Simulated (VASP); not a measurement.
# Be3Cl2 (C2) in VASP: notebook, part 2 of 3

VASP 6.6.1. The steps go on from the part before.

## Step 3: Single point, PBE

This run uses another cell than the first one, of the same volume but with other edges.

File INCAR:

```
SYSTEM = Be3Cl2
PREC     = Accurate       ! precision mode
ENCUT    = 520            ! plane-wave cutoff, eV
EDIFF    = 1E-6           ! SCF threshold, eV
ISMEAR   = 0              ! smearing method
SIGMA    = 0.1            ! smearing width, eV
LREAL    = .FALSE.        ! projectors in reciprocal space
LASPH    = .TRUE.         ! aspherical terms in the spheres
NELM     = 80             ! most SCF steps
ALGO     = Normal         ! electronic algorithm
ISIF     = 2              ! what is computed and relaxed
LWAVE    = .FALSE.        ! write WAVECAR
LCHARG   = .TRUE.         ! write CHGCAR
GGA      = PE             ! functional
LELF     = .TRUE.         ! ELF
LVHAR    = .TRUE.       
NBANDS   = 18             ! bands
```

File KPOINTS:

```
regular mesh
0
G
  4 4 4
  0 0 0
```

File POSCAR:

```
Be3Cl2
1.0
    4.3234030825     -3.0194327389      0.0000000000
    4.3234030825      3.0194327389      0.0000000000
   -1.0610214833      0.0000000000      3.8203762181
Be Cl
3 2
Direct
    0.4651363566      0.7696706200      0.0676159140
    0.2303293800      0.5348636434      0.9323840860
    0.2913397840      0.7086602160      0.5000000000
    0.8622642811      0.7657364683      0.1433532777
    0.2342635317      0.1377357189      0.8566467223
```

Potentials or basis: VASP PAW PBE potentials, release 64 (Be, Cl).

On the command line:

```console
$ cat potpaw_PBE.64/Be/POTCAR potpaw_PBE.64/Cl/POTCAR > POTCAR
$ mpirun -np 1 vasp_std > vasp.out
```

Run time: 62 s. Hardware: 1 thread of Oxide Virtual Turin-like, shared host; peak memory 0.18 GiB.

The run converged. Its results:

```
Free energy            : -15.8334 eV
Pressure               : 0.1 GPa
Largest force          : 0.036 eV/Å
Band gap on the k mesh : 1.22 eV (least direct gap 1.35 eV)
```

Forces on the atoms (eV/Å):
```
Be  -0.024  0.008  0.003
Be   0.024  0.008 -0.003
Be   0.000 -0.025  0.000
Cl   0.025  0.005  0.025
Cl  -0.025  0.005 -0.025
```

Stress tensor (GPa, compression positive):
```
 0.03  0.00  0.01
 0.00  0.24  0.00
 0.01  0.00 -0.06
```

Levels at points of the mesh, in eV from the valence-band top:
```tsv
k point	band 6	band 7	band 8	band 9	band 10	band 11	band 12	band 13	band 14	band 15
(0.00, 0.00, 0.00)	-4.68	-4.42	-4.28	-3.11	0.00	2.57	3.59	4.08	4.44	5.72
(0.50, 0.00, 0.00)	-4.73	-4.17	-4.11	-2.82	-0.06	1.72	2.91	4.01	4.82	5.88
(0.50, 0.50, 0.00)	-4.58	-4.34	-3.76	-2.21	0.00	1.35	1.65	3.88	5.68	6.17
(0.00, 0.00, 0.50)	-5.04	-4.73	-4.11	-2.79	-0.77	1.22	2.92	3.46	6.40	6.91
(0.50, 0.00, 0.50)	-5.17	-4.53	-4.20	-2.37	-1.21	1.38	3.29	4.14	5.38	6.03
(0.50, 0.50, 0.50)	-5.26	-4.99	-3.89	-1.73	-1.60	2.60	2.88	3.21	4.57	6.31
```

A k mesh can miss the band edges.

## Step 4: Relaxation of cell and atoms, PBE

This run uses another cell than the first one, of the same volume but with other edges.

File INCAR:

```
PREC = Accurate
ENCUT = 600
EDIFF = 1E-7
ISMEAR = 0
SIGMA = 0.1
LREAL = False
LASPH = True
NELM = 60
ALGO = Normal
ISIF = 3
LWAVE = False
LCHARG = False
GGA = PE
IBRION = 2
NSW = 90
EDIFFG = -0.04
```

File KPOINTS:

```
regular mesh
0
Gamma
  4 4 4
```

POSCAR is that of step 3.

Potentials or basis: VASP PAW PBE potentials, release 64 (Be, Cl).

On the command line:

```console
$ cat potpaw_PBE.64/Be/POTCAR potpaw_PBE.64/Cl/POTCAR > POTCAR
$ mpirun -np 1 vasp_std > vasp.out
```

OUTCAR:

```text
PREC = Accurate
   ENCUT = 600
   EDIFF = 1E-7
   ISMEAR = 0
   LREAL = False
   LASPH = True
   NELM = 60
   ISIF = 3
   GGA = PE
   IBRION = 2
   NSW = 90
   EDIFFG = -0.04

 ion  position               nearest neighbor table
   1  0.465  0.770  0.068-   2 1.96   4 2.04   5 2.14   3 2.23   3 2.24
   2  0.230  0.535  0.932-   1 1.96   5 2.04   4 2.14   3 2.23   3 2.24
   3  0.291  0.709  0.500-   1 2.23   2 2.23   2 2.24   1 2.24   5 2.35   4 2.35
   4  0.862  0.766  0.143-   1 2.04   2 2.14   3 2.35
   5  0.234  0.138  0.857-   2 2.04   1 2.14   3 2.35

  LATTYP: Found a base centered monoclinic cell.
 ALAT       =     8.6468061650
 B/A-ratio  =     0.6983926045
 C/A-ratio  =     0.4585481305
 COS(beta)  =    -0.2675984089

  Lattice vectors:

 A1 = (   4.3234030825,  -3.0194327389,   0.0000000000)
 A2 = (   4.3234030825,   3.0194327389,   0.0000000000)
 A3 = (  -1.0610214833,   0.0000000000,   3.8203762181)

Analysis of symmetry for initial positions (statically):
=====================================================================
 Subroutine PRICEL returns:
 Original cell was already a primitive cell.

 Routine SETGRP: Setting up the symmetry group for a
 base centered monoclinic supercell.

 Subroutine GETGRP returns: Found  2 space group operations
 (whereof  2 operations were pure point group operations)
 out of a pool of  4 trial point group operations.

The static configuration has the point symmetry C_2 .

Analysis of symmetry for dynamics (positions and initial velocities):
=====================================================================
 Subroutine PRICEL returns:
 Original cell was already a primitive cell.

 Routine SETGRP: Setting up the symmetry group for a
 base centered monoclinic supercell.

 Subroutine GETGRP returns: Found  2 space group operations
 (whereof  2 operations were pure point group operations)
 out of a pool of  4 trial point group operations.

The dynamic configuration has the point symmetry C_2 .

 Subroutine INISYM returns: Found  2 space group operations
 (whereof  2 operations are pure point group operations),
[... 139 lines left out ...]

 number of electron      20.0000003 magnetization

 Free energy of the ion-electron system (eV)
  ---------------------------------------------------
  ext. energy  EPLUGINS =         0.00000000
  ---------------------------------------------------
  free energy    TOTEN  =       -15.83402067 eV

  energy without entropy =      -15.83402067  energy(sigma->0) =      -15.83402067

 E-fermi :   2.6290     XC(G=0):  -7.7832

 val. band max:        2.1573855006   @ k =   0.5000   0.5000   0.0000
 cond. band min:       3.3756148043   @ k =   0.0000   0.0000   0.5000
 fundamental gap:      1.2182293037
 Fermi energy:         2.6290186721

 k-point     1 :       0.0000    0.0000    0.0000
  band No.  band energies     occupation
      1     -15.0960      2.00000
      2     -14.3924      2.00000
      3      -5.3640      2.00000
      4      -4.7439      2.00000
      5      -2.7266      2.00000
      6      -2.5231      2.00000
      7      -2.2624      2.00000
      8      -2.1232      2.00000
      9      -0.9550      2.00000
     10       2.1544      2.00000
     11       4.7291      0.00000
     12       5.7488      0.00000
     13       6.2386      0.00000
     14       6.5985      0.00000
[... 377 lines left out ...]
      1     -14.8801      2.00000
      2     -14.4316      2.00000
      3      -5.6402      2.00000
      4      -4.3228      2.00000
      5      -3.6162      2.00000
      6      -3.0988      2.00000
      7      -2.8278      2.00000
      8      -1.7348      2.00000
      9       0.4263      2.00000
     10       0.5604      2.00000
     11       4.7531      0.00000
     12       5.0332      0.00000
     13       5.3705      0.00000
     14       6.7239      0.00000

------------------------ aborting loop because EDIFF is reached ----------------------------------------

  FORCE on cell =-STRESS in cart. coord.  units (eV):
  Direction    XX          YY          ZZ          XY          YZ          ZX
  --------------------------------------------------------------------------------------
  -------------------------------------------------------------------------------------
  Total        0.0382148      0.1696710     -0.0163930      0.0000000      0.0000000      0.0066812
  in kB        0.6138392      2.7254049     -0.2633187      0.0000000      0.0000000      0.1073188
  external PRESSURE =       1.0253085 kB  Pullay stress =       0.0000000 kB

 VOLUME and BASIS-vectors are now :
 -----------------------------------------------------------------------------
  energy-cutoff  :      600.00
  volume of cell :       99.74
      direct lattice vectors                 reciprocal lattice vectors
     4.323403082 -3.019432739  0.000000000     0.115649638 -0.165594018  0.032119023
     4.323403082  3.019432739  0.000000000     0.115649638  0.165594018  0.032119023
    -1.061021483  0.000000000  3.820376218     0.000000000  0.000000000  0.261754325

 POSITION                                       TOTAL-FORCE (eV/Angst)
 -----------------------------------------------------------------------------------
      5.26683      0.91952      0.25832        -0.023724      0.007697      0.002988
      2.31896      0.91952      3.56206         0.023724      0.007697     -0.002988
      3.79289      1.26007      1.91019        -0.000000     -0.024857      0.000000
      6.88640     -0.29146      0.54766         0.024878      0.004732      0.024337
      0.69938     -0.29146      3.27271        -0.024878      0.004732     -0.024337
 -----------------------------------------------------------------------------------
    total drift:                                0.000000     -0.000084     -0.000000

  FREE ENERGIE OF THE ION-ELECTRON SYSTEM (eV)
  ---------------------------------------------------
  free  energy   TOTEN  =       -15.8340206658 eV

  energy  without entropy=      -15.8340206658  energy(sigma->0) =      -15.83402067

 reached required accuracy - stopping structural energy minimisation
```

OSZICAR:

```text
N       E                     dE             d eps       ncg     rms          rms(c)
DAV:   1     0.112422487978E+03    0.11242E+03   -0.90895E+03   672   0.132E+03
DAV:   2    -0.497543491085E+01   -0.11740E+03   -0.11310E+03   856   0.222E+02
DAV:   3    -0.166794552025E+02   -0.11704E+02   -0.11645E+02   930   0.832E+01
DAV:   4    -0.168827787801E+02   -0.20332E+00   -0.20320E+00   840   0.123E+01
DAV:   5    -0.168873803570E+02   -0.46016E-02   -0.46011E-02   942   0.180E+00    0.686E+00
DAV:   6    -0.160986928695E+02    0.78869E+00   -0.76667E-01   846   0.612E+00    0.422E+00
DAV:   7    -0.158295358812E+02    0.26916E+00   -0.12104E+00   894   0.621E+00    0.108E+00
DAV:   8    -0.158326040848E+02   -0.30682E-02   -0.88699E-02   816   0.207E+00    0.387E-01
DAV:   9    -0.158335169802E+02   -0.91290E-03   -0.42718E-03   906   0.489E-01    0.116E-01
DAV:  10    -0.158338560253E+02   -0.33905E-03   -0.31930E-04   864   0.147E-01    0.510E-02
DAV:  11    -0.158340058890E+02   -0.14986E-03   -0.16920E-04   888   0.947E-02    0.158E-02
DAV:  12    -0.158340157448E+02   -0.98558E-05   -0.19224E-05   822   0.323E-02    0.830E-03
DAV:  13    -0.158340206421E+02   -0.48973E-05   -0.87298E-06   828   0.257E-02    0.323E-03
DAV:  14    -0.158340206658E+02   -0.23715E-07   -0.35402E-07   872   0.443E-03
   1 F= -.15834021E+02 E0= -.15834021E+02  d E =-.158340E+02
```

It took 45 s on 1 thread of Oxide Virtual Turin-like, shared host; peak memory 0.19 GiB.

What came out:

```yaml
Free_energy: -15.8340 eV
Pressure_after_relaxing: 0.1 GPa
Largest_force_after_relaxing: 0.035 eV/Å
Band_gap_on_the_k_mesh: 1.22 eV (least direct gap 1.35 eV)
```

Forces on the atoms (eV/Å):
```
Be  -0.024  0.008  0.003
Be   0.024  0.008 -0.003
Be   0.000 -0.025  0.000
Cl   0.025  0.005  0.024
Cl  -0.025  0.005 -0.024
```

Final structure:
```
Be Cl
1.0
     4.32340   -3.01943    0.00000
     4.32340    3.01943    0.00000
    -1.06102    0.00000    3.82038
Be Cl
3 2
Direct
  0.46514 0.76967 0.06762
  0.23033 0.53486 0.93238
  0.29134 0.70866 0.50000
  0.86226 0.76574 0.14335
  0.23426 0.13774 0.85665
```

Levels at points of the mesh, in eV from the valence-band top:
| k point | band 8 | band 9 | band 10 | band 11 | band 12 | band 13 |
| --- | --- | --- | --- | --- | --- | --- |
| (0.00, 0.00, 0.00) | -4.28 | -3.11 | 0.00 | 2.57 | 3.59 | 4.08 |
| (0.50, 0.00, 0.00) | -4.11 | -2.82 | -0.06 | 1.72 | 2.91 | 4.01 |
| (0.50, 0.50, 0.00) | -3.76 | -2.21 | 0.00 | 1.35 | 1.65 | 3.88 |
| (0.00, 0.00, 0.50) | -4.11 | -2.79 | -0.77 | 1.22 | 2.92 | 3.46 |
| (0.50, 0.00, 0.50) | -4.20 | -2.37 | -1.21 | 1.38 | 3.29 | 4.14 |
| (0.50, 0.50, 0.50) | -3.89 | -1.73 | -1.60 | 2.60 | 2.88 | 3.21 |

Caveat: the relaxation stopped at its first step, so nothing moved.

(Part 2 of 3 ends here.)
